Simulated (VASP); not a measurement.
# Cu (I4/mmm) in VASP: further runs

Cu is run at these levels: PBEsol; tasks: single point.

Program: VASP 6.6.1. These are calculated values, not measurements. Logs are shortened: lines on timing, memory, paths and dates and some standing lists are left out, and cuts for length are marked.

## Step 1: The cell of the first run

It takes space group I4/mmm (No. 139, tetragonal). Conventional cell: a = 2.556 Å, b = 2.556 Å, c = 3.470 Å, α = 90.00°, β = 90.00°, γ = 90.00°. Cu (site symmetry 4/mmm) has 12 Cu at 2.51 to 2.56 Å within 3.3 Å.

## Step 2: Single point, PBEsol (strain +0.000 along x and y, -0.040 along z)

INCAR reads:

```
PREC = Accurate ; ENCUT = 520
EDIFF = 1E-6 ; ISMEAR = 0
SIGMA = 0.15 ; LREAL = F
LASPH = T ; NELM = 60
ALGO = Fast ; ISIF = 2
LWAVE = F ; LCHARG = F
GGA = PS ; NBANDS = 12
```

KPOINTS reads:

```
Automatic mesh
0
Gamma
  22 22 22
```

POSCAR reads:

```
Cu
1.0
    0.0000000000      1.8075000000      1.7352000000
    1.8075000000      0.0000000000      1.7352000000
    1.8075000000      1.8075000000      0.0000000000
Cu
1
Direct
    0.0000000000      0.0000000000      0.0000000000
```

Potentials or basis: VASP PAW PBE potentials, release 64 (Cu).

Command:

```bash
$ cat potpaw_PBE.64/Cu/POTCAR > POTCAR
$ mpirun -np 1 vasp_std > vasp.out
```

OUTCAR:

```text
PREC = Accurate
   ENCUT = 520
   EDIFF = 1E-6
   ISMEAR = 0
   LREAL = F
   LASPH = T
   NELM = 60
   ISIF = 2
   GGA = PS

 ion  position               nearest neighbor table
   1  0.000  0.000  0.000-

  LATTYP: Found a body centered tetragonal cell.
 ALAT       =     2.5561910140
 C/A-ratio  =     1.3576450199

  Lattice vectors:

 A1 = (   0.0000000000,  -1.8075000000,  -1.7352000000)
 A2 = (   0.0000000000,   1.8075000000,  -1.7352000000)
 A3 = (   1.8075000000,   0.0000000000,   1.7352000000)

Analysis of symmetry for initial positions (statically):
=====================================================================
 Subroutine PRICEL returns:
 Original cell was already a primitive cell.

 Routine SETGRP: Setting up the symmetry group for a
 body centered tetragonal supercell.

 Subroutine GETGRP returns: Found 16 space group operations
 (whereof 16 operations were pure point group operations)
 out of a pool of 16 trial point group operations.

The static configuration has the point symmetry D_4h.

Analysis of symmetry for dynamics (positions and initial velocities):
=====================================================================
 Subroutine PRICEL returns:
 Original cell was already a primitive cell.

 Routine SETGRP: Setting up the symmetry group for a
 body centered tetragonal supercell.

 Subroutine GETGRP returns: Found 16 space group operations
 (whereof 16 operations were pure point group operations)
 out of a pool of 16 trial point group operations.

The dynamic configuration has the point symmetry D_4h.

 Subroutine INISYM returns: Found 16 space group operations
 (whereof 16 operations are pure point group operations),
 and found     1 'primitive' translations

----------------------------------------------------------------------------------------

                                     Primitive cell

  volume of cell :      11.3380

  direct lattice vectors                    reciprocal lattice vectors
     0.000000000  1.807500000  1.735200000    -0.276625173  0.276625173  0.288151222
     1.807500000  0.000000000  1.735200000     0.276625173 -0.276625173  0.288151222
     1.807500000  1.807500000  0.000000000     0.276625173  0.276625173 -0.288151222

  length of vectors
     2.505588811  2.505588811  2.556191014     0.485874571  0.485874571  0.485874571

  position of ions in fractional coordinates (direct lattice)
     0.000000000  0.000000000  0.000000000

  ion indices of the primitive-cell ions
   primitive index   ion index
                 1           1

----------------------------------------------------------------------------------------

 KPOINTS: Automatic mesh

Automatic generation of k-mesh.
 Grid dimensions read from file:
 generate k-points for:   22   22   22

 Generating k-lattice:

  Cartesian coordinates                     Fractional coordinates (reciprocal lattice)
    -0.012573871  0.012573871  0.013097783     0.045454545  0.000000000  0.000000000
     0.012573871 -0.012573871  0.013097783     0.000000000  0.045454545  0.000000000
     0.012573871  0.012573871 -0.013097783    -0.000000000 -0.000000000  0.045454545

  Length of vectors
     0.022085208  0.022085208  0.022085208

  Shift w.r.t. Gamma in fractional coordinates (k-lattice)
     0.000000000  0.000000000  0.000000000

 Subroutine IBZKPT returns following result:
 ===========================================

 Found    834 irreducible k-points:

 Following reciprocal coordinates:
            Coordinates               Weight
  0.000000  0.000000  0.000000      1.000000
  0.045455  0.000000  0.000000      8.000000
  0.090909  0.000000  0.000000      8.000000
  0.136364  0.000000  0.000000      8.000000
  0.181818  0.000000  0.000000      8.000000
  0.227273  0.000000  0.000000      8.000000
[... 16 lines left out ...]
  0.500000  0.045455  0.000000      8.000000
 -0.454545  0.045455  0.000000      8.000000
 [... further k-points ...]
   k-points           NKPTS =    834   k-points in BZ     NKDIM =    834   number of bands    NBANDS=     12
   number of dos      NEDOS =    301   number of ions     NIONS =      1
   total plane-waves  NPLWV =   8000
   dimension x,y,z NGX =    20 NGY =   20 NGZ =   20
   dimension x,y,z NGXF=    40 NGYF=   40 NGZF=   40
   ions per type =               1
   NGX,Y,Z   is equivalent  to a cutoff of  13.27, 13.27, 13.01 a.u.
   NGXF,Y,Z  is equivalent  to a cutoff of  26.54, 26.54, 26.01 a.u.
 SYSTEM =  unknown system
   PREC   = accura    normal or accurate (medium, high low for compatibility)
   ISTART =      0    job   : 0-new  1-cont  2-samecut
   ICHARG =      2    charge: 1-file 2-atom 10-const
   ISPIN  =      1    spin polarized calculation?
   LNONCOLLINEAR =      F non collinear calculations
   LSORBIT =      F    spin-orbit coupling
   LASPH  =      T    aspherical Exc in radial PAW
   ENCUT  =  520.0 eV  38.22 Ry    6.18 a.u.   4.66  4.66  4.75*2*pi/ulx,y,z
   NELM   =     60;   NELMIN=  2; NELMDL= -5     # of ELM steps
   EDIFF  = 0.1E-05   stopping-criterion for ELM
   LREAL  =      F    real-space projection
   EDIFFG = 0.1E-04   stopping-criterion for IOM
   NSW    =      0    number of steps for IOM
   IBRION =     -1    ionic relax: 0-MD 1-quasi-New 2-CG
   NFREE  =      0    steps in history (QN), initial steepest desc. (CG)
   ISIF   =      2    stress and relaxation
   ISYM   =      2    0-nonsym 1-usesym 2-fastsym
   POTIM  = 0.5000    time-step for ionic-motion
   TEBEG  =    0.0;   TEEND  =   0.0 temperature during run
   PSTRESS=    0.0 pullay stress
   NELECT =      11.0000    total number of electrons
   NUPDOWN=      -1.0000    fix difference up-down
   EMIN   =  10.00;   EMAX   =-10.00  energy-range for DOS
   EFERMI =   0.00;   METHOD = LEGACY
   ISMEAR =     0;   SIGMA  =   0.15  broadening in eV -4-tet -1-fermi 0-gaus
   EFERMI_NEDOS =   21; number of points for ismear=-14 and -15
   IALGO  =     68    algorithm
   IMIX   =      4    mixing-type and parameters
     AMIX     =   0.40;   BMIX     =  1.00
     AMIX_MAG =   1.60;   BMIX_MAG =  1.00
  volume/ion in A,a.u.               =      11.34        76.51
  Fermi-wavevector in a.u.,A,eV,Ry     =   1.620667  3.062616 35.736521  2.626560
  Thomas-Fermi vector in A             =   2.714568
   LORBIT       =      0    0 simple, 1 ext, 2 COOP (PROOUT), +10 PAW based schemes
   GGA     = PS    functional components
   LHFCALC =     F    Hartree Fock is set to
   AEXX    =    0.0000 exact exchange contribution
   IVDW    =     0    specifies the selected vdW correction
   LEPSILON=     F    determine dielectric tensor
   LRPA    =     F    only Hartree local field effects (RPA)
 non-spin polarized calculation
 RMM-DIIS sequential band-by-band and
 Gauss-broadening in eV      SIGMA  =   0.15
  energy-cutoff  :      520.00
  volume of cell :       11.34
 maximum number of plane-waves:       323
   NGX =  9   NGY =  9   NGZ =  9

 number of electron      11.0000006 magnetization

 Free energy of the ion-electron system (eV)
  ---------------------------------------------------
  ext. energy  EPLUGINS =         0.00000000
  ---------------------------------------------------
  free energy    TOTEN  =        -4.30874985 eV

  energy without entropy =       -4.30597375  energy(sigma->0) =       -4.30736180

 E-fermi :   7.9126     XC(G=0): -13.1477

 val. band max:        7.9115032186   @ k =   0.4545  -0.0000   0.3636
 cond. band min:       7.9126655951   @ k =   0.4545   0.2273   0.0000
 fundamental gap:      0.0011623765
 Fermi energy:         7.9126356243

 k-point     1 :       0.0000    0.0000    0.0000
  band No.  band energies     occupation
      1      -1.7894      2.00000
      2       4.6972      2.00000
      3       4.6972      2.00000
      4       4.8997      2.00000
      5       5.5399      2.00000
      6       5.7447      2.00000
      7      30.8576      0.00000
      8      33.7008      0.00000
      9      33.7008      0.00000
     10      33.9235      0.00000
     11      36.2118      0.00000
     12      36.3419      0.00000

 k-point     2 :       0.0455    0.0000    0.0000
  band No.  band energies     occupation
      1      -1.7117      2.00000
      2       4.6915      2.00000
      3       4.7128      2.00000
      4       4.9031      2.00000
      5       5.5353      2.00000
      6       5.7368      2.00000
      7      30.4922      0.00000
      8      32.6099      0.00000
      9      33.4287      0.00000
     10      33.6026      0.00000
     11      36.6163      0.00000
     12      36.7164      0.00000

 k-point     3 :       0.0909    0.0000    0.0000
  band No.  band energies     occupation
      1      -1.4803      2.00000
      2       4.6648      2.00000
      3       4.7545      2.00000
      4       4.9227      2.00000
      5       5.5262      2.00000
      6       5.7165      2.00000
      7      28.8746      0.00000
      8      31.7752      0.00000
      9      32.8679      0.00000
     10      33.0968      0.00000
     11      37.4565      0.00000
     12      37.5207      0.00000
[... 286 lines left out ...]
 k-point    23 :       0.5000    0.0455    0.0000
  band No.  band energies     occupation
      1       2.6300      2.00000
      2       4.6488      2.00000
      3       4.8055      2.00000
      4       5.8657      2.00000
      5       6.2957      2.00000
      6       7.1319      2.00000
      7      11.9413      0.00000
      8      28.7813      0.00000
      9      29.2401      0.00000
     10      30.6225      0.00000
     11      33.7308      0.00000
     12      34.9000      0.00000

 k-point    24 :      -0.4545    0.0455    0.0000
  band No.  band energies     occupation
      1       2.6118      2.00000
      2       4.6506      2.00000
      3       4.8084      2.00000
      4       5.8557      2.00000
      5       6.2604      2.00000
      6       7.0016      2.00000
      7      12.1783      0.00000
      8      28.8736      0.00000
      9      29.6419      0.00000
     10      30.1698      0.00000
     11      33.4388      0.00000
     12      35.1234      0.00000

 [... further k-points ...]
[... 5 lines left out ...]
  --------------------------------------------------------------------------------------
  -------------------------------------------------------------------------------------
  Total       -0.0230805     -0.0230805      0.1386034      0.0000000      0.0000000     -0.0000000
  in kB       -3.2615194     -3.2615194     19.5861179      0.0000000      0.0000000     -0.0000000
  external PRESSURE =       4.3543597 kB  Pullay stress =       0.0000000 kB

 VOLUME and BASIS-vectors are now :
 -----------------------------------------------------------------------------
  energy-cutoff  :      520.00
  volume of cell :       11.34
      direct lattice vectors                 reciprocal lattice vectors
     0.000000000  1.807500000  1.735200000    -0.276625173  0.276625173  0.288151222
     1.807500000  0.000000000  1.735200000     0.276625173 -0.276625173  0.288151222
     1.807500000  1.807500000  0.000000000     0.276625173  0.276625173 -0.288151222

 POSITION                                       TOTAL-FORCE (eV/Angst)
 -----------------------------------------------------------------------------------
      0.00000      0.00000      0.00000         0.000000     -0.000000      0.000000
 -----------------------------------------------------------------------------------
    total drift:                                0.000000      0.000000      0.000000

  FREE ENERGIE OF THE ION-ELECTRON SYSTEM (eV)
  ---------------------------------------------------
  free  energy   TOTEN  =        -4.3087498545 eV

  energy  without entropy=       -4.3059737547  energy(sigma->0) =       -4.30736180
```

It took 2.7 min on 1 thread of Intel Xeon Platinum 8259CL at 2.50GHz (Skylake/Cascade Lake), shared host; peak memory 0.22 GiB.

What came out:

```
Free energy : -4.3087 eV
Pressure    : 0.4 GPa
```

Stress tensor (GPa, compression positive):
```
-0.33  0.00  0.00
 0.00 -0.33  0.00
 0.00  0.00  1.96
```

Levels at points of the mesh, in eV from the Fermi level:
```
           k point  band 2  band 3  band 4  band 5  band 6  band 7  band 8  band 9  band 10  band 11
(0.00, 0.00, 0.00)   -3.22   -3.22   -3.01   -2.37   -2.17   22.94   25.79   25.79    26.01    28.30
(0.50, 0.00, 0.00)   -3.29   -3.08   -1.71   -1.62   -1.15    3.96   21.08   21.99    23.70    25.08
(0.50, 0.50, 0.00)   -4.66   -1.68   -1.50   -1.50    2.05    8.13   12.70   12.70    17.44    20.32
(0.50, 0.00, 0.50)   -4.63   -1.68   -1.58   -1.45    1.13    7.03   13.68   13.73    18.27    21.26
```

Caveat: the cell differs from its parent crystal (strain +0.000 along x and y, -0.040 along z); the PAW data sets were made with another functional, which shifts forces and pressure a little.

## Step 3: Single point, PBEsol (strain +0.000 along x and y, +0.040 along z)

INCAR reads:

```
  ALGO = Fast
  EDIFF = 1E-7
  ENCUT = 520
  GGA = PS
  ISIF = 2
  ISMEAR = 0
  LASPH = T
  LCHARG = F
  LREAL = F
  LWAVE = F
  NBANDS = 12
  NELM = 60
  PREC = Accurate
  SIGMA = 0.15
```

KPOINTS reads:

```
k-points
0
Gamma
  22 22 22
```

POSCAR reads:

```
Cu
1.0
    0.0000000000      1.8075000000      1.8798000000
    1.8075000000      0.0000000000      1.8798000000
    1.8075000000      1.8075000000      0.0000000000
Cu
1
Direct
    0.0000000000      0.0000000000      0.0000000000
```

Potentials or basis: VASP PAW PBE potentials, release 64 (Cu).

Command:

```bash
$ cat potpaw_PBE.64/Cu/POTCAR > POTCAR
$ mpirun -np 1 vasp_std > vasp.out
```

Run time: 3.6 min. Hardware: 1 thread of Intel Xeon Platinum 8259CL at 2.50GHz (Skylake/Cascade Lake), shared host; peak memory 0.22 GiB.

It converged, with:

| Property | Result |
| --- | --- |
| Free energy | -4.2766 eV |
| Pressure | -10.5 GPa |

Stress tensor (GPa, compression positive):
```
 -9.73   0.00   0.00
  0.00  -9.73   0.00
  0.00   0.00 -12.05
```

Levels at points of the mesh, in eV from the Fermi level:
```
           k point  band 4  band 5  band 6  band 7  band 8  band 9
(0.00, 0.00, 0.00)   -2.83   -2.21   -2.02   22.31   24.55   24.64
(0.50, 0.00, 0.00)   -1.61   -1.54   -0.91    3.57   20.04   21.59
(0.50, 0.50, 0.00)   -1.45   -1.45    0.98    6.18   13.36   13.36
(0.50, 0.00, 0.50)   -1.50   -1.38    1.78    7.18   12.41   12.51
```

Caveat: the cell differs from its parent crystal (strain +0.000 along x and y, +0.040 along z); the PAW data sets were made with another functional, which shifts forces and pressure a little.

## Step 4: Single point, PBEsol (strain +0.000 along x and y, +0.080 along z)

INCAR reads:

```
ALGO = Normal ; EDIFF = 1E-7
ENCUT = 520 ; GGA = PS
ISIF = 2 ; ISMEAR = 0
LASPH = T ; LCHARG = T
LELF = T ; LREAL = F
LVHAR = T ; LWAVE = F
NBANDS = 12 ; NELM = 100
PREC = Accurate ; SIGMA = 0.15
```

KPOINTS is that of step 3.

POSCAR reads:

```
Cu
1.0
    0.0000000000      1.8075000000      1.9521000000
    1.8075000000      0.0000000000      1.9521000000
    1.8075000000      1.8075000000      0.0000000000
Cu
1
Direct
    0.0000000000      0.0000000000      0.0000000000
```

Potentials or basis: VASP PAW PBE potentials, release 64 (Cu).

Command:

```bash
$ cat potpaw_PBE.64/Cu/POTCAR > POTCAR
$ mpirun -np 1 vasp_std > vasp.out
```

OUTCAR:

```text
EDIFF = 1E-7
   ENCUT = 520
   GGA = PS
   ISIF = 2
   ISMEAR = 0
   LASPH = T
   LREAL = F
   NELM = 100
   PREC = Accurate

 ion  position               nearest neighbor table
   1  0.000  0.000  0.000-

  LATTYP: Found a body centered tetragonal cell.
 ALAT       =     2.5561910140
 C/A-ratio  =     1.5273506474

  Lattice vectors:

 A1 = (  -1.8075000000,   0.0000000000,   1.9521000000)
 A2 = (   1.8075000000,   0.0000000000,   1.9521000000)
 A3 = (   0.0000000000,   1.8075000000,  -1.9521000000)

Analysis of symmetry for initial positions (statically):
=====================================================================
 Subroutine PRICEL returns:
 Original cell was already a primitive cell.

 Routine SETGRP: Setting up the symmetry group for a
 body centered tetragonal supercell.

 Subroutine GETGRP returns: Found 16 space group operations
 (whereof 16 operations were pure point group operations)
 out of a pool of 16 trial point group operations.

The static configuration has the point symmetry D_4h.

Analysis of symmetry for dynamics (positions and initial velocities):
=====================================================================
 Subroutine PRICEL returns:
 Original cell was already a primitive cell.

[... 159 lines left out ...]

 k-point     1 :       0.0000    0.0000    0.0000
  band No.  band energies     occupation
      1      -2.3277      2.00000
      2       3.4563      2.00000
      3       3.8138      2.00000
      4       3.8138      2.00000
      5       4.2342      2.00000
      6       4.5849      2.00000
      7      28.5560      0.00000
      8      30.4869      0.00000
      9      30.5718      0.00000
     10      30.5718      0.00000
     11      32.9565      0.00000
     12      32.9638      0.00000
[... 331 lines left out ...]
 k-point    24 :      -0.4545    0.0455    0.0000
  band No.  band energies     occupation
      1       1.8384      2.00000
      2       3.4859      2.00000
      3       3.8455      2.00000
      4       4.7156      2.00000
      5       4.8479      2.00000
      6       5.8669      2.00000
      7      10.1148      0.00000
      8      24.0426      0.00000
      9      28.1738      0.00000
     10      28.4382      0.00000
     11      30.3063      0.00000
     12      31.8065      0.00000

 [... further k-points ...]
[... 5 lines left out ...]
  --------------------------------------------------------------------------------------
  -------------------------------------------------------------------------------------
  Total       -0.9972061     -0.9972061     -1.3622009      0.0000000      0.0000000     -0.0000000
  in kB     -125.2583951   -125.2583951   -171.1051419      0.0000000      0.0000000     -0.0000000
  external PRESSURE =    -140.5406440 kB  Pullay stress =       0.0000000 kB

 VOLUME and BASIS-vectors are now :
 -----------------------------------------------------------------------------
  energy-cutoff  :      520.00
  volume of cell :       12.76
      direct lattice vectors                 reciprocal lattice vectors
     0.000000000  1.807500000  1.952100000    -0.276625173  0.276625173  0.256134419
     1.807500000  0.000000000  1.952100000     0.276625173 -0.276625173  0.256134419
     1.807500000  1.807500000  0.000000000     0.276625173  0.276625173 -0.256134419

 POSITION                                       TOTAL-FORCE (eV/Angst)
 -----------------------------------------------------------------------------------
      0.00000      0.00000      0.00000         0.000000      0.000000      0.000000
 -----------------------------------------------------------------------------------
    total drift:                                0.000000      0.000000      0.000000

  FREE ENERGIE OF THE ION-ELECTRON SYSTEM (eV)
  ---------------------------------------------------
  free  energy   TOTEN  =        -4.2336700018 eV

  energy  without entropy=       -4.2305342057  energy(sigma->0) =       -4.23210210
```

OSZICAR:

```text
N       E                     dE             d eps       ncg     rms          rms(c)
DAV:   1     0.424792289847E+02    0.42479E+02   -0.54147E+03 21968   0.150E+03
DAV:   2    -0.389873970158E+01   -0.46378E+02   -0.42814E+02 20596   0.201E+02
DAV:   3    -0.526531440248E+01   -0.13666E+01   -0.13543E+01 23444   0.401E+01
DAV:   4    -0.527393382303E+01   -0.86194E-02   -0.86182E-02 22764   0.281E+00
DAV:   5    -0.527401800549E+01   -0.84182E-04   -0.84182E-04 23832   0.284E-01    0.824E+00
DAV:   6    -0.477194190568E+01    0.50208E+00   -0.18723E+01 23852   0.803E+01    0.484E+00
DAV:   7    -0.424453818531E+01    0.52740E+00   -0.30840E+00 23744   0.328E+01    0.454E-01
DAV:   8    -0.423648246038E+01    0.80557E-02   -0.11987E-02 25092   0.214E+00    0.401E-01
DAV:   9    -0.423367184943E+01    0.28106E-02   -0.17671E-02 24188   0.223E+00    0.347E-02
DAV:  10    -0.423366842073E+01    0.34287E-05   -0.91680E-05 30008   0.164E-01    0.597E-03
DAV:  11    -0.423367008976E+01   -0.16690E-05   -0.62689E-07 25048   0.943E-03    0.116E-03
DAV:  12    -0.423367000178E+01    0.87970E-07   -0.10582E-07 14368   0.570E-03
   1 F= -.42336700E+01 E0= -.42321021E+01  d E =-.313580E-02
```

It took 3.3 min on 1 thread of Intel Xeon Platinum 8259CL at 2.50GHz (Skylake/Cascade Lake), shared host; peak memory 0.23 GiB.

Results:

```
Free energy : -4.2337 eV
Pressure    : -14.1 GPa
```

Caveat: the cell differs from its parent crystal (strain +0.000 along x and y, +0.080 along z); the PAW data sets were made with another functional, which shifts forces and pressure a little.

(Part 1 of 2 ends here.)
